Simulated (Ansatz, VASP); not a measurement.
**One calculation of AlCu, two programs**

```
Al Cu
1.0
     2.99751    0.01499    0.00000
     0.01499    2.99751    0.00000
     0.00000    0.00000    2.99751
Al Cu
1 1
Cartesian
  0.0000 0.0000 0.0000
  1.5062 1.5062 1.4988
```

Change from the starting cell: strain +0.0100 x Voigt [0, 0, 0, 0, 0, 1], atoms carried along.

Alike in both runs: task single point; functional PBEsol; k mesh 16 × 16 × 16; occupations gaussian, width 0.15 eV; no spin polarisation.

```csv
,VASP,Ansatz
version,VASP 6.6.1,Ansatz 0.2.0
potentials or method,"VASP PAW PBE potentials, release 64 (Al, Cu), cutoff 520 eV","scalar-relativistic, plane waves, PAW"
valence electrons in the cell,14,22
```

Ansatz gave:

- gap on the k mesh at the Fermi level (eV): none
- pressure (GPa): -4.8
- traceless stress, the component that is largest in VASP (GPa): -0.28

Question: Which values does VASP return?

Answer: gap on the k mesh at the Fermi level (eV): none; pressure (GPa): -4.5; traceless stress, the component that is largest in VASP (GPa): -0.28.

VASP's potentials were made for PBE, not for PBEsol. A gap of «none» marks a metal or a gap that the smearing closes. VASP's potentials hold 14 valence electrons a cell and Ansatz's 22, so a difference there can come from the potentials and not from the codes.
